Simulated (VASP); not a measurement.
# InO in VASP: a series of runs

InO is run at these levels: PBE; tasks: single point.

Program: VASP 6.6.1. These are calculated values, not measurements. Logs are shortened: lines on timing, memory, paths and dates and some standing lists are left out, and cuts for length are marked.

## 1. The cell of the first run

The cell holds a slab with vacuum, 4 atoms: a = 3.315 Å, b = 3.315 Å, c = 14.607 Å, α = 90.00°, β = 90.00°, γ = 120.00°.

## 2. Single point, PBE (strain -0.040 along x and y, -0.080 along z)

Input file INCAR:

```
SYSTEM = InO
  ALGO = Normal
  EDIFF = 1E-6
  ENCUT = 520
  GGA = PE
  ISIF = 2
  ISMEAR = 0
  LASPH = .TRUE.
  LCHARG = .FALSE.
  LREAL = .FALSE.
  LWAVE = .FALSE.
  NBANDS = 27
  NELM = 60
  PREC = Accurate
  SIGMA = 0.03
```

Input file KPOINTS:

```
k-points
0
G
  12 12 2
  0 0 0
```

Input file POSCAR:

```
InO
1.0
    3.3154692493      0.0000000000      0.0000000000
   -1.6577346247      2.8712805953      0.0000000000
    0.0000000000      0.0000000000     14.6069320000
In O
2 2
Direct
    0.6666666667      0.3333333333      0.5900210000
    0.6666666667      0.3333333333      0.4099790000
    0.0000000000      0.0000000000      0.6398670000
    0.0000000000      0.0000000000      0.3601330000
```

Potentials or basis: VASP PAW PBE potentials, release 64 (In_d, O).

On the command line:

```
$ cat potpaw_PBE.64/In_d/POTCAR potpaw_PBE.64/O/POTCAR > POTCAR
$ mpirun -np 1 vasp_std > vasp.out
```

OUTCAR:

```text
SYSTEM = InO
   EDIFF = 1E-6
   ENCUT = 520
   GGA = PE
   ISIF = 2
   ISMEAR = 0
   LASPH = .TRUE.
   LREAL = .FALSE.
   NELM = 60
   PREC = Accurate

 ion  position               nearest neighbor table
   1  0.667  0.333  0.590-   3 2.05   3 2.05   3 2.05   2 2.63
   2  0.667  0.333  0.410-   4 2.05   4 2.05   4 2.05   1 2.63
   3  0.000  0.000  0.640-   1 2.05   1 2.05   1 2.05
   4  0.000  0.000  0.360-   2 2.05   2 2.05   2 2.05

  LATTYP: Found a hexagonal cell.
 ALAT       =     3.3154692493
 C/A-ratio  =     4.4056906886

  Lattice vectors:

 A1 = (   3.3154692493,   0.0000000000,   0.0000000000)
 A2 = (  -1.6577346247,   2.8712805953,   0.0000000000)
 A3 = (   0.0000000000,   0.0000000000,  14.6069320000)

Analysis of symmetry for initial positions (statically):
=====================================================================
 Subroutine PRICEL returns:
 Original cell was already a primitive cell.

 Routine SETGRP: Setting up the symmetry group for a
 hexagonal supercell.

 Subroutine GETGRP returns: Found 12 space group operations
 (whereof 12 operations were pure point group operations)
 out of a pool of 24 trial point group operations.

The static configuration has the point symmetry D_3h.

Analysis of symmetry for dynamics (positions and initial velocities):
=====================================================================
 Subroutine PRICEL returns:
 Original cell was already a primitive cell.

 Routine SETGRP: Setting up the symmetry group for a
 hexagonal supercell.

 Subroutine GETGRP returns: Found 12 space group operations
 (whereof 12 operations were pure point group operations)
 out of a pool of 24 trial point group operations.

The dynamic configuration has the point symmetry D_3h.

 Subroutine INISYM returns: Found 12 space group operations
 (whereof 12 operations are pure point group operations),
 and found     1 'primitive' translations

----------------------------------------------------------------------------------------

                                     Primitive cell

  volume of cell :     139.0528

  direct lattice vectors                    reciprocal lattice vectors
     3.315469249  0.000000000  0.000000000     0.301616430  0.174138327  0.000000000
    -1.657734625  2.871280595  0.000000000     0.000000000  0.348276655  0.000000000
[... 87 lines left out ...]
   ENCUT  =  520.0 eV  38.22 Ry    6.18 a.u.   6.16  6.16 27.16*2*pi/ulx,y,z
   NELM   =     60;   NELMIN=  2; NELMDL= -5     # of ELM steps
   EDIFF  = 0.1E-05   stopping-criterion for ELM
   LREAL  =      F    real-space projection
   EDIFFG = 0.1E-04   stopping-criterion for IOM
   NSW    =      0    number of steps for IOM
   IBRION =     -1    ionic relax: 0-MD 1-quasi-New 2-CG
   NFREE  =      0    steps in history (QN), initial steepest desc. (CG)
   ISIF   =      2    stress and relaxation
   ISYM   =      2    0-nonsym 1-usesym 2-fastsym
   POTIM  = 0.5000    time-step for ionic-motion
   TEBEG  =    0.0;   TEEND  =   0.0 temperature during run
   PSTRESS=    0.0 pullay stress
   NELECT =      38.0000    total number of electrons
   NUPDOWN=      -1.0000    fix difference up-down
   EMIN   =  10.00;   EMAX   =-10.00  energy-range for DOS
   EFERMI =   0.00;   METHOD = LEGACY
   ISMEAR =     0;   SIGMA  =   0.03  broadening in eV -4-tet -1-fermi 0-gaus
   EFERMI_NEDOS =   21; number of points for ismear=-14 and -15
   IALGO  =     38    algorithm
   IMIX   =      4    mixing-type and parameters
     AMIX     =   0.40;   BMIX     =  1.00
     AMIX_MAG =   1.60;   BMIX_MAG =  1.00
  volume/ion in A,a.u.               =      34.76       234.59
  Fermi-wavevector in a.u.,A,eV,Ry     =   1.062371  2.007590 15.355968  1.128632
  Thomas-Fermi vector in A             =   2.197819
   LORBIT       =      0    0 simple, 1 ext, 2 COOP (PROOUT), +10 PAW based schemes
   GGA     = PE    functional components
   LHFCALC =     F    Hartree Fock is set to
   AEXX    =    0.0000 exact exchange contribution
   IVDW    =     0    specifies the selected vdW correction
   LEPSILON=     F    determine dielectric tensor
   LRPA    =     F    only Hartree local field effects (RPA)
 non-spin polarized calculation
 Gauss-broadening in eV      SIGMA  =   0.03
  energy-cutoff  :      520.00
  volume of cell :      139.05
 maximum number of plane-waves:      3786
 NGX is ok and might be reduce to    28
   NGX = 13   NGY = 13   NGZ = 55

 number of electron      38.0000003 magnetization

 Free energy of the ion-electron system (eV)
  ---------------------------------------------------
  ext. energy  EPLUGINS =         0.00000000
  ---------------------------------------------------
  free energy    TOTEN  =       -18.87909164 eV

  energy without entropy =      -18.87909164  energy(sigma->0) =      -18.87909164

 E-fermi :  -0.4634     XC(G=0):  -5.3775

 val. band max:       -0.5921297547   @ k =   0.3333   0.3333   0.5000
 cond. band min:       0.0735593397   @ k =   0.0000   0.0000   0.5000
 fundamental gap:      0.6656890944
 Fermi energy:        -0.4633783081

 k-point     1 :       0.0000    0.0000    0.0000
  band No.  band energies     occupation
      1     -19.1312      2.00000
      2     -19.0885      2.00000
      3     -14.3903      2.00000
      4     -14.3903      2.00000
      5     -14.3578      2.00000
      6     -14.3044      2.00000
[... 709 lines left out ...]
     26       8.4551      0.00000
     27       8.5887      0.00000

 [... further k-points ...]

------------------------ aborting loop because EDIFF is reached ----------------------------------------

  FORCE on cell =-STRESS in cart. coord.  units (eV):
  Direction    XX          YY          ZZ          XY          YZ          ZX
  --------------------------------------------------------------------------------------
  -------------------------------------------------------------------------------------
  Total        7.7718121      7.7718121      6.2926495     -0.0000000      0.0000000     -0.0000000
  in kB       89.5474503     89.5474503     72.5044192     -0.0000000      0.0000000     -0.0000000
  external PRESSURE =      83.8664399 kB  Pullay stress =       0.0000000 kB

 VOLUME and BASIS-vectors are now :
 -----------------------------------------------------------------------------
  energy-cutoff  :      520.00
  volume of cell :      139.05
      direct lattice vectors                 reciprocal lattice vectors
     3.315469249  0.000000000  0.000000000     0.301616430  0.174138327  0.000000000
    -1.657734625  2.871280595  0.000000000     0.000000000  0.348276655  0.000000000
     0.000000000  0.000000000 14.606932000     0.000000000  0.000000000  0.068460646

 POSITION                                       TOTAL-FORCE (eV/Angst)
 -----------------------------------------------------------------------------------
      1.65773      0.95709      8.61840        -0.000000      0.000000      0.029122
      1.65773      0.95709      5.98854        -0.000000     -0.000000     -0.029122
      0.00000      0.00000      9.34649         0.000000      0.000000      1.537217
      0.00000      0.00000      5.26044         0.000000     -0.000000     -1.537217
 -----------------------------------------------------------------------------------
    total drift:                                0.000000     -0.000000      0.000000

  FREE ENERGIE OF THE ION-ELECTRON SYSTEM (eV)
  ---------------------------------------------------
  free  energy   TOTEN  =       -18.8790916386 eV

  energy  without entropy=      -18.8790916386  energy(sigma->0) =      -18.87909164
```

stdout:

```text
POSCAR found type information on POSCAR InO
 POSCAR found :  2 types and       4 ions
 scaLAPACK will be used
 LDA part: xc-table for (Slater+PW92), standard interpolation
 POSCAR, INCAR and KPOINTS ok, starting setup
 FFT: planning ... GRIDC
 FFT: planning ... GRID_SOFT
 FFT: planning ... GRID
 WAVECAR not read
 entering main loop
```

Run time: 5.4 min. Hardware: 1 thread of Intel Xeon 8259CL, shared host; peak memory 0.34 GiB.

What came out:

```
Free energy            : -18.8791 eV
Largest force          : 1.537 eV/Å
Band gap on the k mesh : 0.67 eV (least direct gap 1.61 eV)
```

Forces in eV/Å, atoms in the order of the input:
```
In   0.000  0.000  0.029
In   0.000  0.000 -0.029
O    0.000  0.000  1.537
O    0.000  0.000 -1.537
```

Levels at points of the mesh, in eV from the valence-band top:
```csv
k point,band 16,band 17,band 18,band 19,band 20,band 21,band 22,band 23
"(0.00, 0.00, 0.00)",-1.92,-1.86,-1.86,-0.95,0.67,3.69,5.81,6.08
"(0.50, 0.00, 0.00)",-3.08,-2.90,-2.29,-0.28,2.38,5.13,6.27,7.43
"(0.00, 0.00, 0.50)",-1.92,-1.86,-1.86,-0.95,0.67,3.69,5.61,6.45
"(0.50, 0.00, 0.50)",-3.08,-2.90,-2.29,-0.28,2.38,5.13,6.27,7.44
```

Caveat: the cell differs from its parent crystal (strain -0.040 along x and y, -0.080 along z); there is no dipole correction, which matters where the two faces differ; semilocal functionals underestimate gaps, and a narrow one can read as zero; spin-orbit coupling is left out, which moves the levels of the heavy elements.

(Part 1 of 2 ends here.)
